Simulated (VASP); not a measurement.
# Si16Ge (a cell with a defect) in VASP: notebook, part 2 of 2

VASP 6.6.1. The steps go on from the part before.

## 3. Single point, PBE

The input, INCAR:

```
ALGO     = Normal         # electronic algorithm
EDIFF    = 1E-7           # SCF threshold, eV
ENCUT    = 520            # plane-wave cutoff, eV
GGA      = PE             # functional
ISIF     = 2              # what is computed and relaxed
ISMEAR   = 0              # smearing method
LASPH    = True           # aspherical terms in the spheres
LCHARG   = True           # write CHGCAR
LELF     = True           # ELF
LREAL    = Auto         
LVHAR    = True         
LWAVE    = False          # write WAVECAR
NBANDS   = 53             # bands
NELECT   = 66.0         
NELM     = 60             # most SCF steps
PREC     = Accurate       # precision mode
SIGMA    = 0.05           # smearing width, eV
```

The input, KPOINTS:

```
k-points
0
Gamma
  2 2 2
```

The input, POSCAR:

```
Si16Ge
1.0
    0.0000000000      5.4300000000      5.4300000000
    5.4300000000      0.0000000000      5.4300000000
    5.4300000000      5.4300000000      0.0000000000
Si Ge
16 1
Direct
   -0.0260058011     -0.0165238490      0.0217376611
    0.0907291897      0.1299105893      0.1490035912
    0.0178855433     -0.0184571823      0.5186833333
    0.1464603131      0.0932713628      0.6476608656
   -0.0259809392      0.5203500000      0.0217792818
    0.1080953039      0.6077691529      0.1760000921
    0.0418531308      0.4585713628      0.5407923573
    0.1465299263      0.6122814917      0.6477236648
    0.4470187845      0.0521410681     -0.0516500921
    0.5933988029      0.1236755985      0.0949280847
    0.5207901473     -0.0168999079      0.4755951197
    0.6482290976      0.1295482505      0.5925038674
    0.4755795580      0.5241147330     -0.0243918969
    0.5934721915      0.6876176796      0.0946624309
    0.5207781768      0.5203564457      0.4753446593
    0.6768101289      0.6072797422      0.6081587477
    0.7004465930      0.2986990792      0.2017016575
```

Potentials or basis: VASP PAW PBE potentials, release 64 (Si, Ge_d).

Command:

```console
cat potpaw_PBE.64/Si/POTCAR potpaw_PBE.64/Ge_d/POTCAR > POTCAR
mpirun -np 1 vasp_std > vasp.out
```

OUTCAR:

```text
EDIFF = 1E-7
   ENCUT = 520
   GGA = PE
   ISIF = 2
   ISMEAR = 0
   LASPH = True
   LREAL = Auto
   NELECT = 66.0
   NELM = 60
   PREC = Accurate

 ion  position               nearest neighbor table
   1  0.974  0.983  0.022-   4 2.37   6 2.37  10 2.42   2 2.45  17 2.75
   2  0.091  0.130  0.149-   9 2.30   3 2.34   1 2.45   5 2.45  17 2.50
   3  0.018  0.982  0.519-   8 2.32   4 2.32  12 2.34   2 2.34
   4  0.146  0.093  0.648-   7 2.30   3 2.32   1 2.37  11 2.37
   5  0.974  0.520  0.022-   8 2.37   6 2.37  14 2.42   2 2.45  17 2.75
   6  0.108  0.608  0.176-   7 2.32  13 2.36   1 2.37   5 2.37
   7  0.042  0.459  0.541-   4 2.30   8 2.30   6 2.32  16 2.32
   8  0.147  0.612  0.648-   7 2.30   3 2.32   5 2.37  15 2.37
   9  0.447  0.052  0.948-  12 2.30   2 2.30  14 2.31  10 2.31
  10  0.593  0.124  0.095-   9 2.31   1 2.42  11 2.42  17 2.46  13 2.52
  11  0.521  0.983  0.476-   4 2.37  16 2.37  10 2.42  12 2.45  17 2.75
  12  0.648  0.130  0.593-   9 2.30   3 2.34  15 2.45  11 2.45  17 2.50
  13  0.476  0.524  0.976-   6 2.36  16 2.36  17 2.45  10 2.52  14 2.52
  14  0.593  0.688  0.095-   9 2.31   5 2.42  15 2.42  17 2.46  13 2.52
  15  0.521  0.520  0.475-   8 2.37  16 2.37  14 2.42  12 2.45  17 2.75
  16  0.677  0.607  0.608-   7 2.32  13 2.36  15 2.37  11 2.37
  17  0.700  0.299  0.202-  13 2.45  10 2.46  14 2.46   2 2.50  12 2.50   1 2.75   5 2.75  11 2.75
                            15 2.75

  LATTYP: Found a face centered cubic cell.
 ALAT       =    10.8600000000

  Lattice vectors:

 A1 = (   0.0000000000,   5.4300000000,   5.4300000000)
 A2 = (   5.4300000000,   0.0000000000,   5.4300000000)
 A3 = (   5.4300000000,   5.4300000000,   0.0000000000)

Analysis of symmetry for initial positions (statically):
=====================================================================
 Subroutine PRICEL returns:
 Original cell was already a primitive cell.

 Routine SETGRP: Setting up the symmetry group for a
 face centered cubic supercell.

 Subroutine GETGRP returns: Found  1 space group operations
 (whereof  1 operations were pure point group operations)
 out of a pool of 48 trial point group operations.

[... 153 lines left out ...]
   LHFCALC =     F    Hartree Fock is set to
   AEXX    =    0.0000 exact exchange contribution
   IVDW    =     0    specifies the selected vdW correction
   LEPSILON=     F    determine dielectric tensor
   LRPA    =     F    only Hartree local field effects (RPA)
 non-spin polarized calculation
 Gauss-broadening in eV      SIGMA  =   0.05
  energy-cutoff  :      520.00
  volume of cell :      320.21
 maximum number of plane-waves:      8646
 NGX is ok and might be reduce to    60
   NGX = 29   NGY = 29   NGZ = 29

 number of electron      65.9999998 magnetization

 Free energy of the ion-electron system (eV)
  ---------------------------------------------------
  ext. energy  EPLUGINS =         0.00000000
  ---------------------------------------------------
  free energy    TOTEN  =      -154.44428976 eV

  energy without entropy =     -154.43656260  energy(sigma->0) =     -154.44042618

 E-fermi :   4.9339     XC(G=0):  -9.1183

 val. band max:        4.9236217571   @ k =   0.0000   0.0000   0.0000
 cond. band min:       4.9494321715   @ k =   0.5000   0.0000   0.5000
 fundamental gap:      0.0258104144
 Fermi energy:         4.9339214185

 k-point     1 :       0.0000    0.0000    0.0000
  band No.  band energies     occupation
      1     -18.9313      2.00000
      2     -18.9203      2.00000
      3     -18.8982      2.00000
      4     -18.8968      2.00000
      5     -18.8909      2.00000
      6      -6.3104      2.00000
[... 373 lines left out ...]
     44       8.9693      0.00000
     45       9.3755      0.00000
 [bands above 45 left out]

------------------------ aborting loop because EDIFF is reached ----------------------------------------

  FORCE on cell =-STRESS in cart. coord.  units (eV):
  Direction    XX          YY          ZZ          XY          YZ          ZX
  --------------------------------------------------------------------------------------
  -------------------------------------------------------------------------------------
  Total     -111.6699642   -106.4367309   -111.6603226     -0.0207563      0.0228773      0.3606136
  in kB     -558.7499210   -532.5650046   -558.7016788     -0.1038558      0.1144685      1.8043601
  external PRESSURE =    -550.0055348 kB  Pullay stress =       0.0000000 kB

 VOLUME and BASIS-vectors are now :
 -----------------------------------------------------------------------------
  energy-cutoff  :      520.00
  volume of cell :      320.21
      direct lattice vectors                 reciprocal lattice vectors
     0.000000000  5.430000000  5.430000000    -0.092081031  0.092081031  0.092081031
     5.430000000  0.000000000  5.430000000     0.092081031 -0.092081031  0.092081031
     5.430000000  5.430000000  0.000000000     0.092081031  0.092081031 -0.092081031

 POSITION                                       TOTAL-FORCE (eV/Angst)
 -----------------------------------------------------------------------------------
      5.45831      5.40682     10.62906        -0.027305      0.075511     -0.184326
      1.51450      1.30175      1.19807         0.178351      0.224091     -0.178904
      8.14623      2.91357      5.42690        -0.003496      0.016135      0.004240
      4.02326      4.31208      1.30174         0.010360      0.077812      0.012438
      2.94376      5.40719      8.11442         0.184071      0.076440      0.025187
      4.25587      1.54264      3.88714         0.066746     -0.061125     -0.065314
[... 9 lines left out ...]
      6.59983      6.97738      6.97261        -0.063593     -0.061453      0.062065
      2.71718      4.89867      5.42536         0.014546      0.587661     -0.012805
 -----------------------------------------------------------------------------------
    total drift:                                0.001851     -0.008910      0.005077

  FREE ENERGIE OF THE ION-ELECTRON SYSTEM (eV)
  ---------------------------------------------------
  free  energy   TOTEN  =      -154.4442897616 eV

  energy  without entropy=     -154.4365626009  energy(sigma->0) =     -154.44042618
```

OSZICAR:

```text
N       E                     dE             d eps       ncg     rms          rms(c)
DAV:   1     0.222168336513E+03    0.22217E+03   -0.24396E+04  1066   0.129E+03
DAV:   2    -0.100871900033E+03   -0.32304E+03   -0.29511E+03   941   0.343E+02
DAV:   3    -0.148026720869E+03   -0.47155E+02   -0.45369E+02  1013   0.869E+01
DAV:   4    -0.150482935134E+03   -0.24562E+01   -0.24393E+01  1080   0.234E+01
DAV:   5    -0.150553730087E+03   -0.70795E-01   -0.70723E-01  1104   0.390E+00    0.134E+01
DAV:   6    -0.154412863522E+03   -0.38591E+01   -0.40680E+00   992   0.728E+00    0.632E+00
DAV:   7    -0.154439408827E+03   -0.26545E-01   -0.45289E-01  1040   0.233E+00    0.229E+00
DAV:   8    -0.154441900024E+03   -0.24912E-02   -0.10107E-01  1080   0.109E+00    0.614E-01
DAV:   9    -0.154443574473E+03   -0.16744E-02   -0.14737E-02  1040   0.479E-01    0.454E-01
DAV:  10    -0.154444118688E+03   -0.54422E-03   -0.21594E-03  1056   0.191E-01    0.219E-01
DAV:  11    -0.154444292345E+03   -0.17366E-03   -0.55933E-04  1016   0.862E-02    0.454E-02
DAV:  12    -0.154444289617E+03    0.27274E-05   -0.81528E-05  1096   0.389E-02    0.249E-02
DAV:  13    -0.154444290186E+03   -0.56917E-06   -0.15542E-05  1072   0.155E-02    0.750E-03
DAV:  14    -0.154444289809E+03    0.37710E-06   -0.19330E-06  1080   0.495E-03    0.280E-03
DAV:  15    -0.154444289762E+03    0.47648E-07   -0.23437E-07   864   0.215E-03
   1 F= -.15444429E+03 E0= -.15444043E+03  d E =-.772716E-02
```

Run time: 4.8 min. Hardware: 1 thread of Intel Xeon 6975P-C, shared host; peak memory 0.5 GiB.

What came out:

```
Free energy   : -154.4443 eV
Largest force : 0.635 eV/Å
```

Forces on the atoms (eV/Å):
```
Si  -0.027  0.076 -0.184
Si   0.178  0.224 -0.179
Si  -0.003  0.016  0.004
Si   0.010  0.078  0.012
Si   0.184  0.076  0.025
Si   0.067 -0.061 -0.065
Si  -0.002  0.447  0.004
Si  -0.014  0.077 -0.011
Si   0.013 -0.634 -0.014
Si  -0.135 -0.377 -0.136
Si  -0.177  0.077 -0.020
Si  -0.197  0.193  0.199
Si  -0.001 -0.417  0.003
Si   0.135 -0.378  0.134
Si   0.019  0.077  0.178
Si  -0.064 -0.061  0.062
Ge   0.015  0.588 -0.013
```

Levels at points of the mesh, in eV from the Fermi level:
| k point | band 29 | band 30 | band 31 | band 32 | band 33 | band 34 | band 35 | band 36 | band 37 | band 38 |
| --- | --- | --- | --- | --- | --- | --- | --- | --- | --- | --- |
| (0.00, 0.00, 0.00) | -0.01 | 0.06 | 0.15 | 0.26 | 0.35 | 0.39 | 0.54 | 1.17 | 1.30 | 1.37 |
| (0.50, 0.00, 0.00) | -1.05 | -0.85 | -0.65 | -0.55 | -0.24 | 0.22 | 0.53 | 0.60 | 0.84 | 0.92 |
| (0.00, 0.50, 0.00) | -1.09 | -0.66 | -0.65 | -0.58 | -0.30 | -0.11 | 0.48 | 0.58 | 0.75 | 1.20 |
| (0.00, 0.00, 0.50) | -1.05 | -0.85 | -0.65 | -0.55 | -0.24 | 0.22 | 0.53 | 0.60 | 0.84 | 0.93 |
| (0.50, 0.50, 0.50) | -1.09 | -0.66 | -0.65 | -0.58 | -0.30 | -0.11 | 0.48 | 0.58 | 0.75 | 1.20 |
| (0.50, 0.50, 0.00) | -1.91 | -0.73 | -0.69 | -0.46 | -0.42 | -0.25 | 0.14 | 0.23 | 0.39 | 1.26 |
| (0.00, 0.50, 0.50) | -1.91 | -0.73 | -0.69 | -0.46 | -0.42 | -0.25 | 0.14 | 0.23 | 0.39 | 1.26 |
| (0.50, 0.00, 0.50) | -1.62 | -0.87 | -0.61 | -0.38 | -0.29 | 0.02 | 0.09 | 0.16 | 0.42 | 0.96 |

Caveat: the k points lie up to 0.50 Å⁻¹ apart; the cell carries a net charge on a neutralising background, which shifts energy and pressure; the cell is charged against a uniform background, so pressure and absolute levels hang on convention.
